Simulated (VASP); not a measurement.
The system is YTl.

```xyz
2
Lattice="3.7500 0.0000 0.0000 0.0000 3.7500 0.0000 0.0000 0.0000 3.7500" Properties=species:S:1:pos:R:3 pbc="T T T"
Y     0.0000    0.0000    0.0000
Tl    1.8750    1.8750    1.8750
```

```yaml
Program: VASP 6.6.1
Task: relaxation of cell and atoms
Functional: LDA
Potentials_or_basis: VASP PAW LDA potentials, release 64 (Y_sv, Tl_d)
Cutoff: 600 eV
k_mesh: 5 × 5 × 5
Occupations: gaussian, width 0.05 eV
Spin: no spin polarisation
```

At the start: pressure -2.2 GPa; volume 26.37 Å³/atom.

Task: Where does the relaxation end?

Result: Over 3 steps the energy falls by 6.4 meV/atom and the volume is 25.49 Å³/atom (-3.3 %); space group Pm-3m (No. 221, to 0.1 Å) before and after.

Step by step:
```csv
step,energy change (eV),largest force (eV/Å),pressure (GPa),volume (Å³)
1,0.0000,0.0000,-2.24,52.73
2,-0.0082,0.0000,1.45,49.97
3,-0.0127,0.0000,0.00,50.97
```

Final structure:
```
CELL_PARAMETERS angstrom
3.70774 0.00000 0.00000
0.00000 3.70774 0.00000
0.00000 0.00000 3.70774
ATOMIC_POSITIONS crystal
Y 0.00000 0.00000 0.00000
Tl 0.50000 0.50000 0.50000
```
